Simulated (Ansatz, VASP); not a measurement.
HfO2 in VASP and in Ansatz

File INCAR:

```
SYSTEM = HfO2
PREC = Accurate
ENCUT = 520
EDIFF = 1E-6
ISMEAR = 0
SIGMA = 0.05
LREAL = .FALSE.
LASPH = .TRUE.
NELM = 100
ALGO = Normal
ISIF = 2
LWAVE = .FALSE.
LCHARG = .FALSE.
GGA = PE
NBANDS = 18
```

The input KPOINTS:

```
regular mesh
0
G
  8 8 8
  0 0 0
```

File POSCAR:

```
HfO2
1.0
   -0.1370991375      2.5267442071      2.5267442071
    2.5267442071     -0.1370991375      2.5267442071
    2.5267442071      2.5267442071     -0.1370991375
Hf O
1 2
Direct
    0.0000000000      0.0000000000      0.0000000000
    0.2500000000      0.2500000000      0.2500000000
    0.7500000000      0.7500000000      0.7500000000
```

Input for Ansatz:

```yaml
crystal:
  lattice:
    - [-0.1370991375, 2.5267442071, 2.5267442071]
    - [2.5267442071, -0.1370991375, 2.5267442071]
    - [2.5267442071, 2.5267442071, -0.1370991375]
  atoms:
    - { symbol: Hf, position: [0.0, 0.0, 0.0] }
    - { symbol: O, position: [0.25, 0.25, 0.25] }
    - { symbol: O, position: [0.75, 0.75, 0.75] }
basis:
  ecutwfc: 520.0
kpoints:
  mp_grid: { grid: [8, 8, 8] }
hamiltonian:
  xc: pbe
  pseudopotentials: { kind: paw, azcp: { folder: soft_1 } }
scf:
  occupations: { method: gaussian, width: 0.05 }
output:
  forces: true
  stress: true
  eigenvalues: true
```

Alike in both runs: task single point; functional PBE; k mesh 8 × 8 × 8; occupations gaussian, width 0.05 eV; no spin polarisation.

|  | VASP | Ansatz |
| --- | --- | --- |
| version | VASP 6.6.1 | Ansatz 0.2.0 |
| potentials or method | VASP PAW PBE potentials, release 64 (Hf_pv, O), cutoff 520 eV | scalar-relativistic, plane waves, PAW |
| valence electrons in the cell | 22 | 38 |

```csv
,VASP,Ansatz,Ansatz less VASP
gap on the k mesh at the Fermi level (eV),3.68,3.68,+0.001
least direct gap on the mesh (eV),3.68,3.68,+0.001
pressure (GPa),-12.8,-9.6,+3.15
"traceless stress, the component that is largest in VASP (GPa)",4.30,4.57,+0.267
rms of the force components (eV/Å),0.255,0.282,+0.0273
```

Atom by atom the forces differ by 0.027 eV/Å (rms over components). The functional is the same, so the differences come from potentials, cutoffs and numerics. VASP's potentials hold 22 valence electrons a cell and Ansatz's 38, so a difference there can come from the potentials and not from the codes.

Spin-orbit coupling is off throughout.
